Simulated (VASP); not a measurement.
Write the native input for VASP 6.6.1 that does the following.

```yaml
Task: single point
Functional: PBE
Potentials_or_basis: VASP PAW PBE potentials, release 64 (Ba_sv, B)
Cutoff: 520 eV
k_mesh: 4 × 4 × 4
Occupations: gaussian, width 0.1 eV
Spin: no spin polarisation
Dipole_correction: no
Further_INCAR_settings: ALGO = Fast; EDIFF = 1e-07; NBANDS = 26
```

The structure of Ba3B2 lies in POSCAR:

```
Ba3B2
1.0
    5.6938800472      0.0000000000      0.0000000000
    0.0000000000      5.6938800472      0.0000000000
    0.0000000000      0.0000000000      5.6938800472
Ba B
3 2
Direct
    0.5000000000      0.0000000000      0.0000000000
    0.0000000000      0.5000000000      0.0000000000
    0.0000000000      0.0000000000      0.5000000000
    0.0000000000      0.0000000000      0.0000000000
    0.5000000000      0.5000000000      0.5000000000
```

The cell was generated, and may not be a known phase.

The input as run:

INCAR

```
PREC = Accurate ; ENCUT = 520
EDIFF = 1E-7 ; ISMEAR = 0
SIGMA = 0.1 ; LREAL = False
LASPH = True ; NELM = 100
ALGO = Fast ; ISIF = 2
LWAVE = False ; LCHARG = False
GGA = PE ; NBANDS = 26
```

KPOINTS

```
regular mesh
0
Gamma
  4 4 4
```

Potentials or basis: VASP PAW PBE potentials, release 64 (Ba_sv, B).

Command:

```sh
$ cat potpaw_PBE.64/Ba_sv/POTCAR potpaw_PBE.64/B/POTCAR > POTCAR
$ mpirun -np 1 vasp_std > vasp.out
```

Results of the run:

```yaml
Pressure: 0.6 GPa
Band_gap_on_the_k_mesh: zero (bands 18 and 19 overlap by 0.76 eV)
```

Caveat: spin-orbit coupling is left out, which moves the levels of the heavy elements.

It took 2.6 min on 1 thread of Intel Xeon 8259CL (shared host), peak memory 0.27 GiB.
